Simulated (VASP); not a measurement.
TePb: single point with r2SCAN

TePb:

```xyz
2
Lattice="0.0000 3.6415 3.6415 3.6415 0.0000 3.6415 3.6415 3.6415 0.0000" Properties=species:S:1:pos:R:3 pbc="T T T"
Pb    0.0000    0.0000    0.0000
Te    1.8207    1.8207    1.8207
```

- Program: VASP 6.6.1
- Task: single point
- Functional: r2SCAN
- Potentials or basis: VASP PAW PBE potentials, release 64 (Pb_d, Te)
- Cutoff: 520 eV
- k mesh: 6 × 6 × 6
- Occupations: gaussian, width 0.01 eV
- Spin: no spin polarisation

```yaml
Pressure: 0.0 GPa
Band_gap_on_the_k_mesh: 0.91 eV (least direct gap 1.37 eV)
```

Levels at points of the mesh, in eV from the valence-band top:
| k point | band 7 | band 8 | band 9 | band 10 | band 11 | band 12 | band 13 | band 14 |
| --- | --- | --- | --- | --- | --- | --- | --- | --- |
| (0.00, 0.00, 0.00) | -6.14 | -1.40 | -1.40 | -1.40 | 1.87 | 1.87 | 1.87 | 4.43 |
| (0.50, 0.00, 0.00) | -7.93 | -1.97 | -1.97 | -1.81 | 2.71 | 2.71 | 4.16 | 6.18 |
| (0.50, 0.50, 0.00) | -8.47 | -2.66 | -2.66 | -0.46 | 0.91 | 4.88 | 4.88 | 6.13 |

It took 73 s on 1 thread of Intel(R) Xeon(R) Platinum 8488C (Sapphire Rapids), on a shared host, peak memory 0.27 GiB.

Caveat: the PAW data sets were made with another functional, which shifts forces and pressure a little; spin-orbit coupling is left out, which moves the levels of the heavy elements. A k mesh can miss the band edges.
